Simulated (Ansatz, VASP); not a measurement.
**One calculation of TiO2, two programs**

File POSCAR:

```
TiO2
1.0
    4.6019317349      0.0000000000      0.0000000000
    0.0000000000      5.5642750610      0.0000000000
    0.0000000000      0.0000000000      4.9966326206
Ti O
4 8
Direct
    0.5000000000      0.6675744422      0.7500000000
    0.0000000000      0.8324255578      0.2500000000
    0.5000000000      0.3324255578      0.2500000000
    0.0000000000      0.1675744422      0.7500000000
    0.7259295987      0.6187509107      0.0815746203
    0.2259295987      0.8812490893      0.9184253797
    0.7740704013      0.8812490893      0.5815746203
    0.2740704013      0.6187509107      0.4184253797
    0.7259295987      0.3812490893      0.5815746203
    0.2259295987      0.1187509107      0.4184253797
    0.7740704013      0.1187509107      0.0815746203
    0.2740704013      0.3812490893      0.9184253797
```

Contents of INCAR.step1:

```
PREC     = Accurate       # precision mode
ENCUT    = 520            # plane-wave cutoff, eV
ISMEAR   = 0              # smearing method
SIGMA    = 0.02           # smearing width, eV
LREAL    = F              # projectors in reciprocal space
LASPH    = T              # aspherical terms in the spheres
NELM     = 150            # most SCF steps
LMAXMIX  = 4              # l up to which the mixer works
LDAU     = T              # DFT+U
LDAUTYPE = 2            
LDAUL    = 2 -1           # shell
LDAUU    = 4 0            # U, eV
LDAUJ    = 0 0          
NBANDS   = 60             # bands
GGA      = PE             # functional
ALGO     = Normal         # electronic algorithm
EDIFF    = 1E-4           # SCF threshold, eV
LWAVE    = T              # write WAVECAR
LCHARG   = F              # write CHGCAR
KPAR     = 4
```

File INCAR.step2:

```
PREC     = Accurate       # precision mode
ENCUT    = 520            # plane-wave cutoff, eV
EDIFF    = 1E-6           # SCF threshold, eV
ISMEAR   = 0              # smearing method
SIGMA    = 0.02           # smearing width, eV
LREAL    = F              # projectors in reciprocal space
LASPH    = T              # aspherical terms in the spheres
NELM     = 150            # most SCF steps
ALGO     = Normal         # electronic algorithm
ISIF     = 2              # what is computed and relaxed
LWAVE    = F              # write WAVECAR
LCHARG   = T              # write CHGCAR
LMAXMIX  = 4              # l up to which the mixer works
LDAU     = T              # DFT+U
LDAUTYPE = 2            
LDAUL    = 2 -1           # shell
LDAUU    = 4 0            # U, eV
LDAUJ    = 0 0          
LDAUPRINT= 1            
METAGGA  = R2SCAN         # meta-GGA
LMIXTAU  = T            
LVHAR    = T            
NBANDS   = 60             # bands
ISTART   = 1            
KPAR     = 4
```

KPOINTS

```
regular mesh
0
Gamma
  6 4 6
```

Input for Ansatz:

```yaml
crystal:
  lattice:
    - [4.6019317349, 0.0, 0.0]
    - [0.0, 5.564275061, 0.0]
    - [0.0, 0.0, 4.9966326206]
  atoms:
    - { symbol: Ti, position: [0.5, 0.6675744422, 0.75] }
    - { symbol: Ti, position: [0.0, 0.8324255578, 0.25] }
    - { symbol: Ti, position: [0.5, 0.3324255578, 0.25] }
    - { symbol: Ti, position: [0.0, 0.1675744422, 0.75] }
    - { symbol: O, position: [0.7259295987, 0.6187509107, 0.0815746203] }
    - { symbol: O, position: [0.2259295987, 0.8812490893, 0.9184253797] }
    - { symbol: O, position: [0.7740704013, 0.8812490893, 0.5815746203] }
    - { symbol: O, position: [0.2740704013, 0.6187509107, 0.4184253797] }
    - { symbol: O, position: [0.7259295987, 0.3812490893, 0.5815746203] }
    - { symbol: O, position: [0.2259295987, 0.1187509107, 0.4184253797] }
    - { symbol: O, position: [0.7740704013, 0.1187509107, 0.0815746203] }
    - { symbol: O, position: [0.2740704013, 0.3812490893, 0.9184253797] }
basis:
  ecutwfc: 500
kpoints:
  mp_grid: { grid: [6, 4, 6] }
  band_path: { path: [VBM, CBM], npoints: 2 }
hamiltonian:
  xc: r2scan
  hubbard: { sites: [{ species: Ti, l: d, u_eff: 4.0 }] }
scf:
  occupations: { method: gaussian, width: 0.02 }
output:
  forces: true
  stress: true
  eigenvalues: true
checkpoint:
  read: start.run
  write: ck
  compress: false
  write_wavefunctions: false
  write_every: 100000
```

Alike in both runs: task single point; functional r2SCAN; k mesh 6 × 4 × 6; occupations gaussian, width 0.02 eV; no spin polarisation; Hubbard terms Ti d U = 4.0 eV.

|  | VASP | Ansatz |
| --- | --- | --- |
| version | VASP 6.6.1 | Ansatz 0.2.0 |
| potentials or method | VASP PAW PBE potentials, release 64 (Ti_sv, O), cutoff 520 eV | scalar-relativistic, plane waves, PAW |
| valence electrons in the cell | 96 | 96 |

Ansatz gave:

```
gap on the k mesh at the Fermi level (eV)                     : 3.27
least direct gap on the mesh (eV)                             : 3.33
pressure (GPa)                                                : -6.6
traceless stress, the component that is largest in VASP (GPa) : 0.24
rms of the force components (eV/Å)                            : 0.005
```

Task: Estimate VASP's values.

Result: gap on the k mesh at the Fermi level (eV): 3.36; least direct gap on the mesh (eV): 3.41; pressure (GPa): -1.6; traceless stress, the component that is largest in VASP (GPa): -0.37; rms of the force components (eV/Å): 0.114.

VASP's potentials were made for PBE, not for r2SCAN. The programs project onto different local orbitals, so the same U acts differently, and such runs can settle in different states. Atom by atom the forces differ by 0.115 eV/Å (rms over components).
